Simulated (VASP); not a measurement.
# Cd (Fm-3m) in VASP: a series of runs

Runs on Cd. Level: PBE. Tasks: single point.

All numbers are computed with VASP 6.6.1; they aren't measurements. Logs are shortened: lines on timing, memory, paths and dates and some standing lists are left out, and cuts for length are marked.

### 1 The cell of the first run

It takes space group Fm-3m (No. 225, cubic). Conventional cell: a = 4.508 Å, b = 4.508 Å, c = 4.508 Å, α = 90.00°, β = 90.00°, γ = 90.00°. Cd (site symmetry m-3m) has 12 Cd at 3.19 Å within 4.2 Å.

### 2 Single point, PBE

INCAR reads:

```
SYSTEM = Cd
PREC = Accurate
ENCUT = 520
EDIFF = 1E-6
ISMEAR = 0
SIGMA = 0.1
LREAL = .False.
LASPH = .True.
NELM = 80
ALGO = Fast
ISIF = 2
LWAVE = .False.
LCHARG = .False.
GGA = PE
NBANDS = 12
```

KPOINTS reads:

```
Automatic mesh
0
Gamma
  16 16 16
  0 0 0
```

POSCAR reads:

```
Cd
1.0
    0.0000000000      2.2541536876      2.2541536876
    2.2541536876      0.0000000000      2.2541536876
    2.2541536876      2.2541536876      0.0000000000
Cd
1
Direct
    0.0000000000      0.0000000000      0.0000000000
```

Potentials or basis: VASP PAW PBE potentials, release 64 (Cd).

Command:

```bash
cat potpaw_PBE.64/Cd/POTCAR > POTCAR
mpirun -np 1 vasp_std > vasp.out
```

OUTCAR:

```text
SYSTEM = Cd
   PREC = Accurate
   ENCUT = 520
   EDIFF = 1E-6
   ISMEAR = 0
   LREAL = .False.
   LASPH = .True.
   NELM = 80
   ISIF = 2
   GGA = PE

 ion  position               nearest neighbor table
   1  0.000  0.000  0.000-

  LATTYP: Found a face centered cubic cell.
 ALAT       =     4.5083073752

  Lattice vectors:

 A1 = (   0.0000000000,   2.2541536876,   2.2541536876)
 A2 = (   2.2541536876,   0.0000000000,   2.2541536876)
 A3 = (   2.2541536876,   2.2541536876,   0.0000000000)

Analysis of symmetry for initial positions (statically):
=====================================================================
 Subroutine PRICEL returns:
 Original cell was already a primitive cell.

 Routine SETGRP: Setting up the symmetry group for a
 face centered cubic supercell.

 Subroutine GETGRP returns: Found 48 space group operations
 (whereof 48 operations were pure point group operations)
 out of a pool of 48 trial point group operations.

The static configuration has the point symmetry O_h .

Analysis of symmetry for dynamics (positions and initial velocities):
=====================================================================
 Subroutine PRICEL returns:
 Original cell was already a primitive cell.

 Routine SETGRP: Setting up the symmetry group for a
 face centered cubic supercell.

 Subroutine GETGRP returns: Found 48 space group operations
 (whereof 48 operations were pure point group operations)
 out of a pool of 48 trial point group operations.

The dynamic configuration has the point symmetry O_h .

 Subroutine INISYM returns: Found 48 space group operations
 (whereof 48 operations are pure point group operations),
 and found     1 'primitive' translations

----------------------------------------------------------------------------------------

                                     Primitive cell

  volume of cell :      22.9077

  direct lattice vectors                    reciprocal lattice vectors
     0.000000000  2.254153688  2.254153688    -0.221812737  0.221812737  0.221812737
     2.254153688  0.000000000  2.254153688     0.221812737 -0.221812737  0.221812737
     2.254153688  2.254153688  0.000000000     0.221812737  0.221812737 -0.221812737

  length of vectors
     3.187854717  3.187854717  3.187854717     0.384190931  0.384190931  0.384190931

  position of ions in fractional coordinates (direct lattice)
     0.000000000  0.000000000  0.000000000

  ion indices of the primitive-cell ions
   primitive index   ion index
                 1           1

----------------------------------------------------------------------------------------

 KPOINTS: Automatic mesh

Automatic generation of k-mesh.
 Grid dimensions read from file:
 generate k-points for:   16   16   16

 Generating k-lattice:

  Cartesian coordinates                     Fractional coordinates (reciprocal lattice)
    -0.013863296  0.013863296  0.013863296     0.062500000  0.000000000  0.000000000
     0.013863296 -0.013863296  0.013863296     0.000000000  0.062500000  0.000000000
     0.013863296  0.013863296 -0.013863296     0.000000000  0.000000000  0.062500000

  Length of vectors
     0.024011933  0.024011933  0.024011933

  Shift w.r.t. Gamma in fractional coordinates (k-lattice)
     0.000000000  0.000000000  0.000000000

 Subroutine IBZKPT returns following result:
 ===========================================

 Found    145 irreducible k-points:

 Following reciprocal coordinates:
            Coordinates               Weight
  0.000000  0.000000  0.000000      1.000000
  0.062500  0.000000  0.000000      8.000000
  0.125000  0.000000  0.000000      8.000000
  0.187500  0.000000  0.000000      8.000000
  0.250000  0.000000  0.000000      8.000000
  0.312500  0.000000  0.000000      8.000000
[... 16 lines left out ...]
 -0.125000  0.062500  0.000000     24.000000
 -0.062500  0.062500  0.000000     12.000000
 [... further k-points ...]
   k-points           NKPTS =    145   k-points in BZ     NKDIM =    145   number of bands    NBANDS=     12
   number of dos      NEDOS =    301   number of ions     NIONS =      1
   total plane-waves  NPLWV =  13824
   dimension x,y,z NGX =    24 NGY =   24 NGZ =   24
   dimension x,y,z NGXF=    48 NGYF=   48 NGZF=   48
   ions per type =               1
   NGX,Y,Z   is equivalent  to a cutoff of  12.52, 12.52, 12.52 a.u.
   NGXF,Y,Z  is equivalent  to a cutoff of  25.03, 25.03, 25.03 a.u.
 SYSTEM =  Cd
   PREC   = accura    normal or accurate (medium, high low for compatibility)
   ISTART =      0    job   : 0-new  1-cont  2-samecut
   ICHARG =      2    charge: 1-file 2-atom 10-const
   ISPIN  =      1    spin polarized calculation?
   LNONCOLLINEAR =      F non collinear calculations
   LSORBIT =      F    spin-orbit coupling
   LASPH  =      T    aspherical Exc in radial PAW
   ENCUT  =  520.0 eV  38.22 Ry    6.18 a.u.   5.93  5.93  5.93*2*pi/ulx,y,z
   NELM   =     80;   NELMIN=  2; NELMDL= -5     # of ELM steps
   EDIFF  = 0.1E-05   stopping-criterion for ELM
   LREAL  =      F    real-space projection
   EDIFFG = 0.1E-04   stopping-criterion for IOM
   NSW    =      0    number of steps for IOM
   IBRION =     -1    ionic relax: 0-MD 1-quasi-New 2-CG
   NFREE  =      0    steps in history (QN), initial steepest desc. (CG)
   ISIF   =      2    stress and relaxation
   ISYM   =      2    0-nonsym 1-usesym 2-fastsym
   POTIM  = 0.5000    time-step for ionic-motion
   TEBEG  =    0.0;   TEEND  =   0.0 temperature during run
   PSTRESS=    0.0 pullay stress
   NELECT =      12.0000    total number of electrons
   NUPDOWN=      -1.0000    fix difference up-down
   EMIN   =  10.00;   EMAX   =-10.00  energy-range for DOS
   EFERMI =   0.00;   METHOD = LEGACY
   ISMEAR =     0;   SIGMA  =   0.10  broadening in eV -4-tet -1-fermi 0-gaus
   EFERMI_NEDOS =   21; number of points for ismear=-14 and -15
   IALGO  =     68    algorithm
   IMIX   =      4    mixing-type and parameters
     AMIX     =   0.40;   BMIX     =  1.00
     AMIX_MAG =   1.60;   BMIX_MAG =  1.00
  volume/ion in A,a.u.               =      22.91       154.59
  Fermi-wavevector in a.u.,A,eV,Ry     =   1.319700  2.493870 23.695999  1.741607
  Thomas-Fermi vector in A             =   2.449579
   LORBIT       =      0    0 simple, 1 ext, 2 COOP (PROOUT), +10 PAW based schemes
   GGA     = PE    functional components
   LHFCALC =     F    Hartree Fock is set to
   AEXX    =    0.0000 exact exchange contribution
   IVDW    =     0    specifies the selected vdW correction
   LEPSILON=     F    determine dielectric tensor
   LRPA    =     F    only Hartree local field effects (RPA)
 non-spin polarized calculation
 RMM-DIIS sequential band-by-band and
 Gauss-broadening in eV      SIGMA  =   0.10
  energy-cutoff  :      520.00
  volume of cell :       22.91
 maximum number of plane-waves:       636
   NGX = 11   NGY = 11   NGZ = 11

 number of electron      11.9999992 magnetization

 Free energy of the ion-electron system (eV)
  ---------------------------------------------------
  ext. energy  EPLUGINS =         0.00000000
  ---------------------------------------------------
  free energy    TOTEN  =        -0.73771206 eV

  energy without entropy =       -0.73516022  energy(sigma->0) =       -0.73643614

 E-fermi :   2.4897     XC(G=0): -10.7324

 val. band max:        2.4878570910   @ k =   0.4375   0.0000   0.0000
 cond. band min:       2.5600401632   @ k =  -0.3125   0.3750   0.1250
 fundamental gap:      0.0721830722
 Fermi energy:         2.4897264795

 k-point     1 :       0.0000    0.0000    0.0000
  band No.  band energies     occupation
      1      -6.5146      2.00000
      2      -6.5146      2.00000
      3      -6.5146      2.00000
      4      -6.1071      2.00000
      5      -6.1071      2.00000
      6      -5.9385      2.00000
      7      16.2198      0.00000
      8      16.9699      0.00000
      9      16.9699      0.00000
     10      16.9699      0.00000
     11      20.2697      0.00000
     12      20.2697      0.00000

 k-point     2 :       0.0625    0.0000    0.0000
  band No.  band energies     occupation
      1      -6.5237      2.00000
      2      -6.4996      2.00000
      3      -6.4996      2.00000
      4      -6.1106      2.00000
      5      -6.1106      2.00000
      6      -5.8404      2.00000
      7      15.4055      0.00000
      8      16.4204      0.00000
      9      16.8023      0.00000
     10      16.8023      0.00000
     11      20.5565      0.00000
     12      20.5583      0.00000

 k-point     3 :       0.1250    0.0000    0.0000
  band No.  band energies     occupation
      1      -6.5616      2.00000
      2      -6.4627      2.00000
      3      -6.4627      2.00000
      4      -6.1144      2.00000
      5      -6.1144      2.00000
      6      -5.5327      2.00000
      7      13.1617      0.00000
      8      16.3788      0.00000
      9      16.4180      0.00000
     10      16.4180      0.00000
     11      20.6750      0.00000
     12      21.2470      0.00000
[... 286 lines left out ...]
 k-point    23 :      -0.1250    0.0625    0.0000
  band No.  band energies     occupation
      1      -6.5756      2.00000
      2      -6.4459      2.00000
      3      -6.4380      2.00000
      4      -6.1534      2.00000
      5      -6.0941      2.00000
      6      -5.2799      2.00000
      7      12.4489      0.00000
      8      14.2288      0.00000
      9      17.0206      0.00000
     10      17.3800      0.00000
     11      19.7112      0.00000
     12      20.7882      0.00000

 k-point    24 :      -0.0625    0.0625    0.0000
  band No.  band energies     occupation
      1      -6.5386      2.00000
      2      -6.4801      2.00000
      3      -6.4752      2.00000
      4      -6.1334      2.00000
      5      -6.1030      2.00000
      6      -5.6676      2.00000
      7      14.7352      0.00000
      8      14.8221      0.00000
      9      16.8182      0.00000
     10      17.3019      0.00000
     11      20.3181      0.00000
     12      20.3771      0.00000

 [... further k-points ...]
[... 5 lines left out ...]
  --------------------------------------------------------------------------------------
  -------------------------------------------------------------------------------------
  Total        0.0408260      0.0408260      0.0408260     -0.0000000     -0.0000000      0.0000000
  in kB        2.8554026      2.8554026      2.8554026     -0.0000000     -0.0000000      0.0000000
  external PRESSURE =       2.8554026 kB  Pullay stress =       0.0000000 kB

 VOLUME and BASIS-vectors are now :
 -----------------------------------------------------------------------------
  energy-cutoff  :      520.00
  volume of cell :       22.91
      direct lattice vectors                 reciprocal lattice vectors
     0.000000000  2.254153688  2.254153688    -0.221812737  0.221812737  0.221812737
     2.254153688  0.000000000  2.254153688     0.221812737 -0.221812737  0.221812737
     2.254153688  2.254153688  0.000000000     0.221812737  0.221812737 -0.221812737

 POSITION                                       TOTAL-FORCE (eV/Angst)
 -----------------------------------------------------------------------------------
      0.00000      0.00000      0.00000         0.000000      0.000000      0.000000
 -----------------------------------------------------------------------------------
    total drift:                               -0.000000      0.000000      0.000000

  FREE ENERGIE OF THE ION-ELECTRON SYSTEM (eV)
  ---------------------------------------------------
  free  energy   TOTEN  =        -0.7377120640 eV

  energy  without entropy=       -0.7351602224  energy(sigma->0) =       -0.73643614
```

Wall time 24 s (1 thread of Intel Xeon Platinum 8488C (Sapphire Rapids), shared host); peak memory 0.16 GiB.

What came out:

* Free energy: -0.7377 eV
* Pressure: 0.3 GPa
* Band gap on the k mesh: zero (band 6 reaches 4.34 eV, above the bottom of band 7 at 1.10 eV)

### 3 Single point, PBE

INCAR reads:

```
PREC = Accurate
ENCUT = 520
EDIFF = 1E-6
ISMEAR = 0
SIGMA = 0.1
LREAL = F
LASPH = T
NELM = 100
ALGO = Fast
ISIF = 2
LWAVE = F
LCHARG = F
GGA = PE
NBANDS = 12
```

KPOINTS reads:

```
regular mesh
0
Gamma
  16 16 16
```

POSCAR is that of step 2.

Potentials or basis: VASP PAW PBE potentials, release 64 (Cd).

Command:

```bash
cat potpaw_PBE.64/Cd/POTCAR > POTCAR
mpirun -np 1 vasp_std > vasp.out
```

Run time: 32 s. Hardware: 1 thread of Intel Xeon Platinum 8488C (Sapphire Rapids), shared host; peak memory 0.16 GiB.

The run converged. Its results:

| Item | Value |
| --- | --- |
| Free energy | -0.7377 eV |
| Pressure | 0.3 GPa |
| Band gap on the k mesh | zero (band 6 reaches 4.34 eV, above the bottom of band 7 at 1.10 eV) |

Levels at points of the mesh, in eV from the Fermi level:
```tsv
k point	band 2	band 3	band 4	band 5	band 6	band 7	band 8	band 9	band 10	band 11
(0.00, 0.00, 0.00)	-9.00	-9.00	-8.60	-8.60	-8.43	13.73	14.48	14.48	14.48	17.78
(0.50, 0.00, 0.00)	-9.00	-9.00	-8.26	-8.26	-2.12	-1.39	12.12	12.12	12.85	15.95
(0.50, 0.50, 0.00)	-9.50	-8.28	-8.17	-8.17	-0.67	1.22	6.63	6.63	10.71	10.73
```

### 4 Single point, PBE (volume scaled by 1.03)

INCAR reads:

```
SYSTEM = Cd
PREC = Accurate ; ENCUT = 520
EDIFF = 1E-6 ; ISMEAR = 0
SIGMA = 0.1 ; LREAL = .FALSE.
LASPH = .TRUE. ; NELM = 80
ALGO = Normal ; ISIF = 2
LWAVE = .FALSE. ; LCHARG = .FALSE.
GGA = PE ; NBANDS = 12
```

KPOINTS reads:

```
regular mesh
0
G
  16 16 16
  0 0 0
```

POSCAR reads:

```
Cd
1.0
    0.0000000000      2.2764734925      2.2764734925
    2.2764734925      0.0000000000      2.2764734925
    2.2764734925      2.2764734925      0.0000000000
Cd
1
Direct
    0.0000000000      0.0000000000      0.0000000000
```

Command:

```bash
cat potpaw_PBE.64/Cd/POTCAR > POTCAR
mpirun -np 1 vasp_std > vasp.out
```

Run time: 23 s. Hardware: 1 thread of Intel Xeon Platinum 8488C (Sapphire Rapids), shared host; peak memory 0.16 GiB.

Results (log left out):

* Free energy: -0.7362 eV
* Pressure: -0.9 GPa
* Band gap on the k mesh: zero (band 6 reaches 4.02 eV, above the bottom of band 7 at 0.86 eV)

Levels at points of the mesh, in eV from the Fermi level:
| k point | band 4 | band 5 | band 6 | band 7 | band 8 | band 9 |
| --- | --- | --- | --- | --- | --- | --- |
| (0.00, 0.00, 0.00) | -8.55 | -8.55 | -8.21 | 13.63 | 14.19 | 14.19 |
| (0.50, 0.00, 0.00) | -8.23 | -8.23 | -2.01 | -1.42 | 11.87 | 11.87 |
| (0.50, 0.50, 0.00) | -8.15 | -8.15 | -0.59 | 1.12 | 6.54 | 6.54 |

### 5 Single point, PBE (volume scaled by 1.06)

INCAR reads:

```
PREC = Accurate
ENCUT = 520
EDIFF = 1E-6
ISMEAR = 0
SIGMA = 0.1
LREAL = False
LASPH = True
NELM = 80
ALGO = Normal
ISIF = 2
LWAVE = False
LCHARG = True
GGA = PE
LELF = True
LVHAR = True
NBANDS = 12
```

KPOINTS reads:

```
Automatic mesh
0
Gamma
  16 16 16
```

POSCAR reads:

```
Cd
1.0
    0.0000000000      2.2983640036      2.2983640036
    2.2983640036      0.0000000000      2.2983640036
    2.2983640036      2.2983640036      0.0000000000
Cd
1
Direct
    0.0000000000      0.0000000000      0.0000000000
```

Command:

```bash
cat potpaw_PBE.64/Cd/POTCAR > POTCAR
mpirun -np 1 vasp_std > vasp.out
```

Run time: 33 s. Hardware: 1 thread of Intel Xeon Platinum 8488C (Sapphire Rapids), shared host; peak memory 0.16 GiB.

It converged, with:

```
Free energy            : -0.7301 eV
Pressure               : -1.9 GPa
Band gap on the k mesh : zero (band 6 reaches 3.71 eV, above the bottom of band 7 at 0.64 eV)
```

Levels at points of the mesh, in eV from the Fermi level:
```tsv
k point	band 3	band 4	band 5	band 6	band 7	band 8	band 9	band 10
(0.00, 0.00, 0.00)	-8.86	-8.50	-8.50	-8.01	13.52	13.91	13.91	13.91
(0.50, 0.00, 0.00)	-8.85	-8.20	-8.20	-1.89	-1.45	11.62	11.62	12.66
(0.50, 0.50, 0.00)	-8.22	-8.13	-8.13	-0.52	1.02	6.45	6.45	10.25
```

### 6 Single point, PBE (volume scaled by 1.10)

INCAR reads:

```
PREC     = Accurate       # precision mode
ENCUT    = 520            # plane-wave cutoff, eV
EDIFF    = 1E-6           # SCF threshold, eV
ISMEAR   = 0              # smearing method
SIGMA    = 0.1            # smearing width, eV
LREAL    = F              # projectors in reciprocal space
LASPH    = T              # aspherical terms in the spheres
NELM     = 60             # most SCF steps
ALGO     = Fast           # electronic algorithm
ISIF     = 2              # what is computed and relaxed
LWAVE    = F              # write WAVECAR
LCHARG   = T              # write CHGCAR
GGA      = PE             # functional
LELF     = T              # ELF
LVHAR    = T            
NBANDS   = 12             # bands
```

KPOINTS is that of step 5.

POSCAR reads:

```
Cd
1.0
    0.0000000000      2.3269180289      2.3269180289
    2.3269180289      0.0000000000      2.3269180289
    2.3269180289      2.3269180289      0.0000000000
Cd
1
Direct
    0.0000000000      0.0000000000      0.0000000000
```

Potentials or basis: VASP PAW PBE potentials, release 64 (Cd).

Command:

```bash
cat potpaw_PBE.64/Cd/POTCAR > POTCAR
mpirun -np 1 vasp_std > vasp.out
```

It took 34 s on 1 thread of Intel Xeon Platinum 8488C (Sapphire Rapids), shared host; peak memory 0.16 GiB.

The run converged. Its results:

```yaml
Free_energy: -0.7164 eV
Pressure: -2.8 GPa
Band_gap_on_the_k_mesh: zero (band 6 reaches 3.33 eV, above the bottom of band 7 at 0.36 eV)
```

Levels at points of the mesh, in eV from the Fermi level:
```tsv
k point	band 2	band 3	band 4	band 5	band 6	band 7	band 8	band 9	band 10	band 11
(0.00, 0.00, 0.00)	-8.78	-8.78	-8.45	-8.45	-7.77	13.39	13.55	13.55	13.55	16.77
(0.50, 0.00, 0.00)	-8.77	-8.77	-8.18	-8.18	-1.76	-1.49	11.31	11.31	12.54	15.10
(0.50, 0.50, 0.00)	-9.16	-8.19	-8.10	-8.10	-0.43	0.90	6.33	6.33	9.97	10.14
```

### 7 Overview

| cell | gap on the mesh (eV) | pressure (GPa) |
| --- | --- | --- |
| a = 3.188 Å, angles 60.0°, 1 atom | none | 0.3 |
| a = 3.219 Å, angles 60.0°, 1 atom | none | -0.9 |
| a = 3.250 Å, angles 60.0°, 1 atom | none | -1.9 |
| a = 3.291 Å, angles 60.0°, 1 atom | none | -2.8 |

Alike in all rows: task single point; level PBE; potentials or basis VASP PAW PBE potentials, release 64 (Cd); no spin polarisation; k mesh 16 × 16 × 16; cutoff (eV) 520; smearing gaussian 0.1 eV.

Absolute energies hang on the potentials; compare differences alone.
